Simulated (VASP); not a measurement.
# GaN (Imm2) in VASP: single point with PBE

Aim: the single point of GaN with PBE.

Everything below comes from runs of VASP 6.6.1. Logs are shortened: lines on timing, memory, paths and dates and some standing lists are left out, and cuts for length are marked.

### 1 The cell of the first run

Symmetry: Imm2, No. 44, orthorhombic system. Conventional cell: a = 3.187 Å, b = 3.187 Å, c = 4.507 Å, α = 90.00°, β = 90.00°, γ = 90.00°. Within 2.5 Å of Ga (site symmetry mm2) lie 4 N at 1.90 to 2.01 Å. N (site symmetry mm2) has 4 Ga at 1.90 to 2.01 Å within 2.5 Å.

### 2 Single point, PBE

File INCAR:

```
SYSTEM = GaN
ALGO = Normal
EDIFF = 1E-7
ENCUT = 520
GGA = PE
ISIF = 2
ISMEAR = 0
LASPH = .TRUE.
LCHARG = .TRUE.
LELF = .TRUE.
LREAL = .FALSE.
LVHAR = .TRUE.
LWAVE = .FALSE.
NBANDS = 16
NELM = 80
PREC = Accurate
SIGMA = 0.01
```

File KPOINTS:

```
k-points
0
G
  8 8 8
  0 0 0
```

File POSCAR:

```
GaN
1.0
    0.0000000000      2.2535006100      2.2535006100
    2.2535006100      0.0000000000      2.2535006100
    2.2535006100      2.2535006100      0.0000000000
Ga N
1 1
Direct
    0.0000000000      0.0000000000      0.0000000000
    0.7278122969      0.7721877009      0.7278122969
```

Potentials or basis: VASP PAW PBE potentials, release 64 (Ga_d, N).

Run with:

```
$ cat potpaw_PBE.64/Ga_d/POTCAR potpaw_PBE.64/N/POTCAR > POTCAR
$ mpirun -np 1 vasp_std > vasp.out
```

OUTCAR:

```text
SYSTEM = GaN
   EDIFF = 1E-7
   ENCUT = 520
   GGA = PE
   ISIF = 2
   ISMEAR = 0
   LASPH = .TRUE.
   LREAL = .FALSE.
   NELM = 80
   PREC = Accurate

 ion  position               nearest neighbor table
   1  0.000  0.000  0.000-   2 1.90   2 1.90   2 2.01   2 2.01
   2  0.728  0.772  0.728-   1 1.90   1 1.90   1 2.01   1 2.01

  LATTYP: Found a face centered cubic cell.
 ALAT       =     4.5070012200

  Lattice vectors:

 A1 = (   0.0000000000,   2.2535006100,   2.2535006100)
 A2 = (   2.2535006100,   0.0000000000,   2.2535006100)
 A3 = (   2.2535006100,   2.2535006100,   0.0000000000)

Analysis of symmetry for initial positions (statically):
=====================================================================
 Subroutine PRICEL returns:
 Original cell was already a primitive cell.

 Routine SETGRP: Setting up the symmetry group for a
 face centered cubic supercell.

 Subroutine GETGRP returns: Found  4 space group operations
 (whereof  4 operations were pure point group operations)
 out of a pool of 48 trial point group operations.

The static configuration has the point symmetry C_2v.

Analysis of symmetry for dynamics (positions and initial velocities):
=====================================================================
 Subroutine PRICEL returns:
 Original cell was already a primitive cell.

 Routine SETGRP: Setting up the symmetry group for a
 face centered cubic supercell.

 Subroutine GETGRP returns: Found  4 space group operations
 (whereof  4 operations were pure point group operations)
 out of a pool of 48 trial point group operations.

The dynamic configuration has the point symmetry C_2v.

 Subroutine INISYM returns: Found  4 space group operations
 (whereof  4 operations are pure point group operations),
 and found     1 'primitive' translations

----------------------------------------------------------------------------------------

                                     Primitive cell

  volume of cell :      22.8877

  direct lattice vectors                    reciprocal lattice vectors
     0.000000000  2.253500610  2.253500610    -0.221877020  0.221877020  0.221877020
     2.253500610  0.000000000  2.253500610     0.221877020 -0.221877020  0.221877020
     2.253500610  2.253500610  0.000000000     0.221877020  0.221877020 -0.221877020

  length of vectors
     3.186931125  3.186931125  3.186931125     0.384302272  0.384302272  0.384302272

  position of ions in fractional coordinates (direct lattice)
     0.000000000  0.000000000  0.000000000
     0.727812297  0.772187701  0.727812297

  ion indices of the primitive-cell ions
   primitive index   ion index
                 1           1
                 2           2

----------------------------------------------------------------------------------------

 KPOINTS: k-points

Automatic generation of k-mesh.
 Grid dimensions read from file:
 generate k-points for:    8    8    8

 Generating k-lattice:

  Cartesian coordinates                     Fractional coordinates (reciprocal lattice)
    -0.027734628  0.027734628  0.027734628     0.125000000  0.000000000  0.000000000
     0.027734628 -0.027734628  0.027734628     0.000000000  0.125000000  0.000000000
     0.027734628  0.027734628 -0.027734628     0.000000000  0.000000000  0.125000000

  Length of vectors
     0.048037784  0.048037784  0.048037784

  Shift w.r.t. Gamma in fractional coordinates (k-lattice)
     0.000000000  0.000000000  0.000000000

 Subroutine IBZKPT returns following result:
 ===========================================

 Found     95 irreducible k-points:

 Following reciprocal coordinates:
            Coordinates               Weight
  0.000000  0.000000  0.000000      1.000000
  0.125000  0.000000  0.000000      4.000000
  0.000000  0.125000  0.000000      4.000000
  0.250000  0.000000  0.000000      4.000000
  0.000000  0.250000  0.000000      4.000000
  0.375000  0.000000  0.000000      4.000000
[... 16 lines left out ...]
  0.500000  0.375000  0.500000      4.000000
 -0.375000  0.125000  0.000000      8.000000
 [... further k-points ...]
   k-points           NKPTS =     95   k-points in BZ     NKDIM =     95   number of bands    NBANDS=     16
   number of dos      NEDOS =    301   number of ions     NIONS =      2
   total plane-waves  NPLWV =  13824
   dimension x,y,z NGX =    24 NGY =   24 NGZ =   24
   dimension x,y,z NGXF=    48 NGYF=   48 NGZF=   48
   ions per type =               1   1
   NGX,Y,Z   is equivalent  to a cutoff of  12.52, 12.52, 12.52 a.u.
   NGXF,Y,Z  is equivalent  to a cutoff of  25.04, 25.04, 25.04 a.u.
 SYSTEM =  GaN
   PREC   = accura    normal or accurate (medium, high low for compatibility)
   ISTART =      0    job   : 0-new  1-cont  2-samecut
   ICHARG =      2    charge: 1-file 2-atom 10-const
   ISPIN  =      1    spin polarized calculation?
   LNONCOLLINEAR =      F non collinear calculations
   LSORBIT =      F    spin-orbit coupling
   LASPH  =      T    aspherical Exc in radial PAW
   ENCUT  =  520.0 eV  38.22 Ry    6.18 a.u.   5.93  5.93  5.93*2*pi/ulx,y,z
   NELM   =     80;   NELMIN=  2; NELMDL= -5     # of ELM steps
   EDIFF  = 0.1E-06   stopping-criterion for ELM
   LREAL  =      F    real-space projection
   EDIFFG = 0.1E-05   stopping-criterion for IOM
   NSW    =      0    number of steps for IOM
   IBRION =     -1    ionic relax: 0-MD 1-quasi-New 2-CG
   NFREE  =      0    steps in history (QN), initial steepest desc. (CG)
   ISIF   =      2    stress and relaxation
   ISYM   =      2    0-nonsym 1-usesym 2-fastsym
   POTIM  = 0.5000    time-step for ionic-motion
   TEBEG  =    0.0;   TEEND  =   0.0 temperature during run
   PSTRESS=    0.0 pullay stress
   NELECT =      18.0000    total number of electrons
   NUPDOWN=      -1.0000    fix difference up-down
   EMIN   =  10.00;   EMAX   =-10.00  energy-range for DOS
   EFERMI =   0.00;   METHOD = LEGACY
   ISMEAR =     0;   SIGMA  =   0.01  broadening in eV -4-tet -1-fermi 0-gaus
   EFERMI_NEDOS =   21; number of points for ismear=-14 and -15
   IALGO  =     38    algorithm
   IMIX   =      4    mixing-type and parameters
     AMIX     =   0.40;   BMIX     =  1.00
     AMIX_MAG =   1.60;   BMIX_MAG =  1.00
  volume/ion in A,a.u.               =      11.44        77.23
  Fermi-wavevector in a.u.,A,eV,Ry     =   1.511117  2.855596 31.068543  2.283473
  Thomas-Fermi vector in A             =   2.621216
   LORBIT       =      0    0 simple, 1 ext, 2 COOP (PROOUT), +10 PAW based schemes
   GGA     = PE    functional components
   LHFCALC =     F    Hartree Fock is set to
   AEXX    =    0.0000 exact exchange contribution
   IVDW    =     0    specifies the selected vdW correction
   LEPSILON=     F    determine dielectric tensor
   LRPA    =     F    only Hartree local field effects (RPA)
 non-spin polarized calculation
 Gauss-broadening in eV      SIGMA  =   0.01
  energy-cutoff  :      520.00
  volume of cell :       22.89
 maximum number of plane-waves:       636
   NGX = 11   NGY = 11   NGZ = 11

 number of electron      18.0000004 magnetization

 Free energy of the ion-electron system (eV)
  ---------------------------------------------------
  ext. energy  EPLUGINS =         0.00000000
  ---------------------------------------------------
  free energy    TOTEN  =       -12.08191399 eV

  energy without entropy =      -12.08191399  energy(sigma->0) =      -12.08191399

 E-fermi :   5.6164     XC(G=0): -11.6665

 val. band max:        5.4465804784   @ k =   0.0000   0.0000   0.0000
 cond. band min:       7.0092222199   @ k =   0.0000   0.0000   0.0000
 fundamental gap:      1.5626417415
 Fermi energy:         5.6163690499

 k-point     1 :       0.0000    0.0000    0.0000
  band No.  band energies     occupation
      1     -10.6877      2.00000
      2      -8.2102      2.00000
      3      -8.1519      2.00000
      4      -8.1487      2.00000
      5      -7.8629      2.00000
      6      -7.8561      2.00000
[... 8 lines left out ...]
     15      23.8850      0.00000
     16      24.1559      0.00000

 k-point     2 :       0.1250    0.0000    0.0000
  band No.  band energies     occupation
      1     -10.5145      2.00000
      2      -8.1846      2.00000
      3      -8.1290      2.00000
      4      -8.0917      2.00000
      5      -7.8637      2.00000
      6      -7.8585      2.00000
[... 8 lines left out ...]
     15      22.4405      0.00000
     16      22.6327      0.00000

 k-point     3 :       0.0000    0.1250    0.0000
  band No.  band energies     occupation
      1     -10.5269      2.00000
      2      -8.1892      2.00000
      3      -8.1503      2.00000
      4      -8.0643      2.00000
      5      -7.8648      2.00000
      6      -7.8573      2.00000
[... 8 lines left out ...]
     15      22.6369      0.00000
     16      22.6401      0.00000

 k-point     4 :       0.2500    0.0000    0.0000
  band No.  band energies     occupation
      1     -10.1250      2.00000
      2      -8.1257      2.00000
      3      -8.0920      2.00000
      4      -7.8614      2.00000
      5      -7.8524      2.00000
      6      -7.7994      2.00000
[... 8 lines left out ...]
     15      21.9319      0.00000
     16      22.1291      0.00000

 k-point     5 :       0.0000    0.2500    0.0000
  band No.  band energies     occupation
      1     -10.1682      2.00000
      2      -8.1463      2.00000
      3      -8.1200      2.00000
      4      -7.8600      2.00000
      5      -7.8515      2.00000
      6      -7.7551      2.00000
[... 8 lines left out ...]
     15      22.1842      0.00000
     16      22.4084      0.00000

 k-point     6 :       0.3750    0.0000    0.0000
  band No.  band energies     occupation
      1      -9.8284      2.00000
      2      -8.0917      2.00000
      3      -8.0750      2.00000
      4      -7.8251      2.00000
      5      -7.8251      2.00000
      6      -7.1165      2.00000
[... 8 lines left out ...]
     15      23.2198      0.00000
     16      23.5865      0.00000

 k-point     7 :       0.0000    0.3750    0.0000
  band No.  band energies     occupation
      1      -9.8926      2.00000
      2      -8.1182      2.00000
      3      -8.1031      2.00000
      4      -7.8371      2.00000
      5      -7.8292      2.00000
      6      -7.0891      2.00000
[... 8 lines left out ...]
     15      23.5607      0.00000
     16      23.9399      0.00000

 k-point     8 :       0.5000    0.0000    0.0000
  band No.  band energies     occupation
      1      -9.7427      2.00000
      2      -8.0850      2.00000
      3      -8.0737      2.00000
      4      -7.8076      2.00000
      5      -7.8046      2.00000
      6      -6.5839      2.00000
[... 8 lines left out ...]
     15      24.5215      0.00000
     16      24.9677      0.00000

 k-point     9 :       0.0000    0.5000    0.0000
  band No.  band energies     occupation
      1      -9.8103      2.00000
      2      -8.1115      2.00000
      3      -8.1009      2.00000
      4      -7.8225      2.00000
      5      -7.8145      2.00000
      6      -6.6023      2.00000
[... 8 lines left out ...]
     15      24.9675      0.00000
     16      25.4132      0.00000
[... 172 lines left out ...]
 k-point    19 :       0.3750    0.2500    0.3750
  band No.  band energies     occupation
      1      -9.8951      2.00000
      2      -8.0892      2.00000
      3      -8.0838      2.00000
      4      -7.8967      2.00000
      5      -7.8166      2.00000
      6      -7.2258      2.00000
[... 8 lines left out ...]
     15      23.5270      0.00000
     16      24.9418      0.00000

 k-point    20 :       0.5000    0.1250    0.0000
  band No.  band energies     occupation
      1      -9.7145      2.00000
      2      -8.0744      2.00000
      3      -8.0517      2.00000
      4      -7.8467      2.00000
      5      -7.8036      2.00000
      6      -6.5431      2.00000
[... 8 lines left out ...]
     15      24.1165      0.00000
     16      25.0593      0.00000

 k-point    21 :       0.0000    0.5000    0.1250
  band No.  band energies     occupation
      1      -9.7670      2.00000
      2      -8.1068      2.00000
      3      -8.0681      2.00000
      4      -7.8602      2.00000
      5      -7.8182      2.00000
      6      -6.5611      2.00000
[... 8 lines left out ...]
     15      23.7982      0.00000
     16      25.6556      0.00000

 k-point    22 :       0.1250    0.0000    0.5000
  band No.  band energies     occupation
      1      -9.7172      2.00000
      2      -8.0868      2.00000
      3      -8.0405      2.00000
      4      -7.8523      2.00000
      5      -7.8063      2.00000
      6      -6.5329      2.00000
[... 8 lines left out ...]
     15      23.7277      0.00000
     16      25.3509      0.00000

 k-point    23 :       0.5000    0.3750    0.5000
  band No.  band energies     occupation
      1      -9.7747      2.00000
      2      -8.0907      2.00000
      3      -8.0802      2.00000
      4      -7.8603      2.00000
      5      -7.8125      2.00000
      6      -6.5619      2.00000
[... 8 lines left out ...]
     15      24.2168      0.00000
     16      25.3190      0.00000

 k-point    24 :      -0.3750    0.1250    0.0000
  band No.  band energies     occupation
      1      -9.7427      2.00000
      2      -8.0783      2.00000
      3      -8.0569      2.00000
      4      -7.8385      2.00000
      5      -7.8316      2.00000
      6      -6.7250      2.00000
[... 8 lines left out ...]
     15      22.8973      0.00000
     16      24.7827      0.00000

 [... further k-points ...]
[... 5 lines left out ...]
  --------------------------------------------------------------------------------------
  -------------------------------------------------------------------------------------
  Total        0.9230486      0.7307334      0.9230486      0.0000000      0.0000000     -0.8524739
  in kB       64.6148188     51.1524555     64.6148188      0.0000000      0.0000000    -59.6744771
  external PRESSURE =      60.1273644 kB  Pullay stress =       0.0000000 kB

 VOLUME and BASIS-vectors are now :
 -----------------------------------------------------------------------------
  energy-cutoff  :      520.00
  volume of cell :       22.89
      direct lattice vectors                 reciprocal lattice vectors
     0.000000000  2.253500610  2.253500610    -0.221877020  0.221877020  0.221877020
     2.253500610  0.000000000  2.253500610     0.221877020 -0.221877020  0.221877020
     2.253500610  2.253500610  0.000000000     0.221877020  0.221877020 -0.221877020

 POSITION                                       TOTAL-FORCE (eV/Angst)
 -----------------------------------------------------------------------------------
      0.00000      0.00000      0.00000         0.000000     -1.208991      0.000000
      3.38025      3.28025      3.38025         0.000000      1.208991      0.000000
 -----------------------------------------------------------------------------------
    total drift:                                0.000004      0.000149      0.000004

  FREE ENERGIE OF THE ION-ELECTRON SYSTEM (eV)
  ---------------------------------------------------
  free  energy   TOTEN  =       -12.0819139872 eV

  energy  without entropy=      -12.0819139872  energy(sigma->0) =      -12.08191399
```

Run time: 26 s. Hardware: 1 thread of AMD EPYC 7R13 (Zen 3), shared host; peak memory 0.13 GiB.

What came out:

```
Free energy            : -12.0819 eV
Pressure               : 6.0 GPa
Largest force          : 1.209 eV/Å
Band gap on the k mesh : 1.56 eV, direct
```

Forces on the atoms (eV/Å):
```
Ga   0.000 -1.209  0.000
N    0.000  1.209  0.000
```

Levels at points of the mesh, in eV from the valence-band top:
```csv
k point,band 5,band 6,band 7,band 8,band 9,band 10,band 11,band 12,band 13,band 14
"(0.00, 0.00, 0.00)",-13.31,-13.30,-0.39,-0.14,0.00,1.56,10.03,10.14,10.35,17.41
"(0.50, 0.00, 0.00)",-13.25,-12.03,-7.39,-1.34,-0.91,4.55,8.57,9.86,10.75,15.39
"(0.00, 0.50, 0.00)",-13.26,-12.05,-7.01,-1.37,-0.89,4.38,8.51,9.72,10.56,15.46
"(0.50, 0.50, 0.00)",-13.23,-11.63,-6.32,-2.85,-2.83,3.16,6.44,11.51,13.82,13.86
"(0.50, 0.00, 0.50)",-13.23,-11.60,-6.26,-3.01,-2.74,3.17,6.52,11.51,13.56,14.05
```

Caveat: forces of over 1 eV/Å act on the atoms, so gaps and moduli don't describe the material at rest.
